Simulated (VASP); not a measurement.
Set up this calculation in VASP 6.6.1, as the native input.

- Task: electric field gradients
- Functional: LDA
- Potentials or basis: VASP PAW LDA potentials, release 64 (Sn_d)
- Cutoff: 520 eV
- k mesh: 15 × 15 × 15
- Occupations: fermi-dirac, width 0.05 eV
- Spin: no spin polarisation
- Dipole correction: no
- Further INCAR settings: ALGO = Normal; EDIFF = 1e-08; NBANDS = 21

The structure of Sn lies in POSCAR:

```
Sn
1.0
   -2.9158500000      2.9158500000      1.5906500000
    2.9158500000     -2.9158500000      1.5906500000
    2.9158500000      2.9158500000     -1.5906500000
Sn
2
Direct
    0.0000000000      0.0000000000      0.0000000000
    0.7500000000      0.2500000000      0.5000000000
```

The input as run:

INCAR

```
SYSTEM = Sn
PREC = Accurate
ENCUT = 520
EDIFF = 1E-8
ISMEAR = -1
SIGMA = 0.05
LREAL = .False.
LASPH = .True.
NELM = 100
ALGO = Normal
ISIF = 2
LWAVE = .False.
LCHARG = .False.
LEFG = .True.
NBANDS = 21
```

KPOINTS

```
regular mesh
0
Gamma
  15 15 15
  0 0 0
```

Potentials or basis: VASP PAW LDA potentials, release 64 (Sn_d).

Run with:

```bash
$ cat potpaw_LDA.64/Sn_d/POTCAR > POTCAR
$ mpirun -np 1 vasp_std > vasp.out
```

It gave:

* Pressure: -1.8 GPa
* Band gap on the k mesh: zero (bands 14 and 15 overlap by 4.27 eV)
* Largest electric field gradient by atom: Sn +45.0 V/Å²

Caveat: without QUAD_EFG the Cq values of the log hold for a quadrupole moment of 1 mb, not for the nuclei; spin-orbit coupling is left out, which moves the levels of the heavy elements.

It took 5.9 min on 1 thread of AMD EPYC 7R13 Processor (Zen 3) (shared host), peak memory 0.33 GiB.
